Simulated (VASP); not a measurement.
Set up this calculation in VASP 6.6.1, as the native input.

```yaml
Task: single point
Functional: r2SCAN
Potentials_or_basis: VASP PAW PBE potentials, release 64 (Ge_d, K_sv)
Cutoff: 520 eV
k_mesh: 5 × 5 × 5
Occupations: methfessel-paxton, width 0.05 eV
Spin: no spin polarisation
Dipole_correction: no
Further_INCAR_settings: ALGO = Normal; EDIFF = 1e-06; NBANDS = 28
```

K3Ge:

```
Ge K
1.0
     0.00000    4.31101    4.31101
     4.31101    0.00000    4.31101
     4.31101    4.31101    0.00000
Ge K
1 3
Direct
  0.00000 0.00000 0.00000
  0.50000 0.50000 0.50000
  0.75000 0.75000 0.75000
  0.25000 0.25000 0.25000
```

These files were run (other wordings do the same):

POSCAR

```
K3Ge
1.0
    0.0000000000      4.3110110000      4.3110110000
    4.3110110000      0.0000000000      4.3110110000
    4.3110110000      4.3110110000      0.0000000000
Ge K
1 3
Direct
    0.0000000000      0.0000000000      0.0000000000
    0.5000000000      0.5000000000      0.5000000000
    0.7500000000      0.7500000000      0.7500000000
    0.2500000000      0.2500000000      0.2500000000
```

INCAR.step1

```
SYSTEM = K3Ge
PREC = Accurate
ENCUT = 520
ISMEAR = 1
SIGMA = 0.05
LREAL = .False.
LASPH = .True.
NELM = 60
NBANDS = 28
GGA = PE
ALGO = Normal
EDIFF = 1E-4
LWAVE = .True.
LCHARG = .False.
```

INCAR.step2

```
SYSTEM = K3Ge
PREC = Accurate
ENCUT = 520
EDIFF = 1E-6
ISMEAR = 1
SIGMA = 0.05
LREAL = .False.
LASPH = .True.
NELM = 60
ALGO = Normal
ISIF = 2
LWAVE = .False.
LCHARG = .False.
METAGGA = R2SCAN
LMIXTAU = .True.
NBANDS = 28
ISTART = 1
```

KPOINTS

```
regular mesh
0
Gamma
  5 5 5
  0 0 0
```

Potentials or basis: VASP PAW PBE potentials, release 64 (Ge_d, K_sv).

Launch:

```console
$ cat potpaw_PBE.64/Ge_d/POTCAR potpaw_PBE.64/K_sv/POTCAR > POTCAR
$ cp INCAR.step1 INCAR
$ mpirun -np 1 vasp_std > vasp.out
$ cp INCAR.step2 INCAR
$ mpirun -np 1 vasp_std > vasp.out
```

It gave:

| Item | Value |
| --- | --- |
| Pressure | -0.5 GPa |
| Band gap on the k mesh | zero (an odd number of electrons rules out a gap without spin polarisation) |

Caveat: the PAW data sets were made with another functional, which shifts forces and pressure a little.

Wall time 2.8 min on 1 thread of AMD EPYC 9R45 96-Core Processor (Zen 5), on a shared host, peak memory 0.34 GiB.
